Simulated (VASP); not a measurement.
A run of VASP 6.6.1 is set up as follows.

File INCAR:

```
SYSTEM = Ti
  ALGO = All
  EDIFF = 1E-6
  ENCUT = 550
  GGA = PE
  GGA_COMPAT = .False.
  ISEARCH = 1
  ISIF = 2
  ISMEAR = 0
  KPAR = 4
  LASPH = .True.
  LCHARG = .True.
  LREAL = .False.
  LVHAR = .True.
  LWAVE = .False.
  NBANDS = 58
  NELM = 300
  PREC = Accurate
  SIGMA = 0.1
```

KPOINTS

```
k-points
0
Gamma
  4 4 4
  0 0 0
```

File POSCAR:

```
Ti
1.0
    5.1675938293      0.0000000000      0.0000000000
    0.0000000000      5.1675938293      0.0000000000
    0.0000000000      0.0000000000      5.1675938293
Ti
8
Direct
    0.5000000000      0.5000000000      0.5000000000
    0.0000000000      0.0000000000      0.0000000000
    0.2500000000      0.0000000000      0.5000000000
    0.5000000000      0.2500000000      0.0000000000
    0.5000000000      0.7500000000      0.0000000000
    0.7500000000      0.0000000000      0.5000000000
    0.0000000000      0.5000000000      0.7500000000
    0.0000000000      0.5000000000      0.2500000000
```

Potentials or basis: VASP PAW PBE potentials, release 64 (Ti_sv).

Command:

```console
$ cat potpaw_PBE.64/Ti_sv/POTCAR > POTCAR
$ mpirun -np 4 vasp_std > vasp.out
```

What does it give for the band gap on the k mesh?

Zero (bands 48 and 49 overlap by 0.53 eV).

What does it give for the pressure?

0.6 GPa.
